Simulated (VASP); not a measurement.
CuO: single point with LDA+U

CuO:

```xyz
4
Lattice="2.0284 -2.0186 0.1555 2.0284 2.0186 0.1555 -0.4088 0.0000 5.0483" Properties=species:S:1:pos:R:3 pbc="T T T"
Cu    0.7857   -1.0093    2.6095
Cu    0.9901    1.0093    0.0853
O     1.6977    0.0051    3.9493
O     1.9021   -0.0051    1.4252
```

```json
{
  "Program": "VASP 6.6.1",
  "Task": "single point",
  "Functional": "LDA",
  "Potentials or basis": "VASP PAW LDA potentials, release 64 (Cu_sv_GW, O)",
  "Cutoff": "820 eV",
  "k mesh": "10 × 10 × 5",
  "Occupations": "fermi-dirac, width 0.05 eV",
  "Spin": "no spin polarisation",
  "Hubbard terms": "Cu d U = 4.5 eV"
}
```

- Pressure: -2.9 GPa
- Band gap on the k mesh: zero (bands 25 and 26 overlap by 1.04 eV)

Stress tensor (GPa, compression positive):
```
-2.84  0.00  0.05
 0.00 -2.75  0.00
 0.05  0.00 -3.21
```

Levels at points of the mesh, in eV from the Fermi level:
```tsv
k point	band 22	band 23	band 24	band 25	band 26	band 27	band 28	band 29
(0.00, 0.00, 0.00)	-3.34	-2.73	-2.58	0.72	0.74	1.66	6.36	7.64
(0.50, 0.00, 0.00)	-2.64	-2.27	-1.94	0.31	0.55	3.72	6.19	7.01
(0.50, 0.50, 0.00)	-3.38	-1.79	-1.78	-1.72	1.30	2.09	7.44	10.22
```

Eigenvalues of the final occupation matrices:
| site | spin | trace | eigenvalues |
| --- | --- | --- | --- |
| site 1 d | 1 | 4.49 | 0.76 0.91 0.94 0.94 0.95 |
| site 1 d | 2 | 4.49 | 0.76 0.91 0.94 0.94 0.95 |
| site 2 d | 1 | 4.49 | 0.76 0.91 0.94 0.94 0.95 |
| site 2 d | 2 | 4.49 | 0.76 0.91 0.94 0.94 0.95 |

It took 5.4 min on 1 thread of Intel(R) Xeon(R) Platinum 8488C (Sapphire Rapids), on a shared host, peak memory 0.44 GiB.

Caveat: U without spin polarisation on a metal has little footing.
